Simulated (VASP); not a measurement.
Write the native input for VASP 6.6.1 that does the following.

| Item | Value |
| --- | --- |
| Task | single point |
| Functional | PBE |
| Potentials or basis | VASP PAW PBE potentials, release 64 (Sc_sv, P, Ir) |
| Cutoff | 520 eV |
| k mesh | 10 × 10 × 4 |
| Occupations | gaussian, width 0.1 eV |
| Spin | no spin polarisation |
| Dipole correction | no |
| Further INCAR settings | ALGO = Normal; EDIFF = 1e-06; NBANDS = 47 |

The structure of Sc3PIr4 lies in POSCAR:

```
Sc3PIr4
1.0
    3.2216928622      0.0000000000      0.0000000000
    0.0000000000      3.2216928622      0.0000000000
    0.0000000000      0.0000000000     12.3935117714
Sc P Ir
3 1 4
Direct
    0.0000000000      0.0000000000      0.2400675516
    0.0000000000      0.0000000000      0.5000000000
    0.0000000000      0.0000000000      0.7599324484
    0.0000000000      0.0000000000      0.0000000000
    0.5000000000      0.5000000000      0.1118384324
    0.5000000000      0.5000000000      0.3698691416
    0.5000000000      0.5000000000      0.6301308584
    0.5000000000      0.5000000000      0.8881615676
```

The cell was generated, and may not be a known phase.

One way to write it, as run:

INCAR

```
  PREC = Accurate
  ENCUT = 520
  EDIFF = 1E-6
  ISMEAR = 0
  SIGMA = 0.1
  LREAL = False
  LASPH = True
  NELM = 60
  ALGO = Normal
  ISIF = 2
  LWAVE = False
  LCHARG = False
  GGA = PE
  NBANDS = 47
```

KPOINTS

```
Automatic mesh
0
Gamma
  10 10 4
```

Potentials or basis: VASP PAW PBE potentials, release 64 (Sc_sv, P, Ir).

The run is started by

```bash
$ cat potpaw_PBE.64/Sc_sv/POTCAR potpaw_PBE.64/P/POTCAR potpaw_PBE.64/Ir/POTCAR > POTCAR
$ mpirun -np 1 vasp_std > vasp.out
```

It gave:

| Quantity | Value |
| --- | --- |
| Pressure | 0.3 GPa |
| Largest force | 0.005 eV/Å |
| Band gap on the k mesh | zero (bands 37 and 38 overlap by 0.64 eV) |

Caveat: spin-orbit coupling is left out, which moves the levels of the heavy elements.

Wall time 6.7 min on 1 thread of AMD EPYC 9R14 (Zen 4) (shared host), peak memory 0.41 GiB.
